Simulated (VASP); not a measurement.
Write the native input for VASP 6.6.1 that does the following.

| Property | Result |
| --- | --- |
| Task | single point |
| Functional | r2SCAN |
| Potentials or basis | VASP PAW PBE potentials, release 64 (Cl, Br, Li_sv) |
| Cutoff | 520 eV |
| k mesh | 6 × 6 × 6 |
| Occupations | gaussian, width 0.01 eV |
| Spin | no spin polarisation |
| Dipole correction | no |
| Further INCAR settings | ALGO = Normal; EDIFF = 1e-06; NBANDS = 18 |

Li2BrCl:

```
Cl Br Li
1.0
     1.89464    1.09387    6.17698
    -1.89464    1.09387    6.17698
     0.00000   -2.18774    6.17698
Cl Br Li
1 1 2
Direct
  0.00000 0.00000 0.00000
  0.50000 0.50000 0.50000
  0.25436 0.25436 0.25436
  0.74564 0.74564 0.74564
```

This cell differs from its parent crystal: volume changed by +3%.

One way to write it, as run:

POSCAR

```
Li2BrCl
1.0
    1.8946420391      1.0938720913      6.1769781687
   -1.8946420391      1.0938720913      6.1769781687
    0.0000000000     -2.1877441826      6.1769781687
Cl Br Li
1 1 2
Direct
    1.0000000000      0.0000000000      0.0000000000
    0.5000000000      0.5000000000      0.5000000000
    0.2543610291      0.2543610291      0.2543610291
    0.7456389709      0.7456389709      0.7456389709
```

INCAR.step1

```
SYSTEM = Li2BrCl
PREC = Accurate
ENCUT = 520
ISMEAR = 0
SIGMA = 0.01
LREAL = .FALSE.
LASPH = .TRUE.
NELM = 80
NBANDS = 18
GGA = PE
ALGO = Normal
EDIFF = 1E-4
LWAVE = .TRUE.
LCHARG = .FALSE.
```

INCAR.step2

```
SYSTEM = Li2BrCl
PREC = Accurate
ENCUT = 520
EDIFF = 1E-6
ISMEAR = 0
SIGMA = 0.01
LREAL = .FALSE.
LASPH = .TRUE.
NELM = 80
ALGO = Normal
ISIF = 2
LWAVE = .FALSE.
LCHARG = .FALSE.
METAGGA = R2SCAN
LMIXTAU = .TRUE.
NBANDS = 18
ISTART = 1
```

KPOINTS

```
regular mesh
0
G
  6 6 6
  0 0 0
```

Potentials or basis: VASP PAW PBE potentials, release 64 (Cl, Br, Li_sv).

Run with:

```sh
$ cat potpaw_PBE.64/Cl/POTCAR potpaw_PBE.64/Br/POTCAR potpaw_PBE.64/Li_sv/POTCAR > POTCAR
$ cp INCAR.step1 INCAR
$ mpirun -np 1 vasp_std > vasp.out
$ cp INCAR.step2 INCAR
$ mpirun -np 1 vasp_std > vasp.out
```

It gave:

| Quantity | Value |
| --- | --- |
| Largest force | 0.010 eV/Å |
| Band gap on the k mesh | 5.85 eV, direct |

Caveat: the PAW data sets were made with another functional, which shifts forces and pressure a little.

Run time: 6.1 min on 1 thread of Intel(R) Xeon(R) 6975P-C (Granite Rapids) (shared host), peak memory 0.4 GiB.
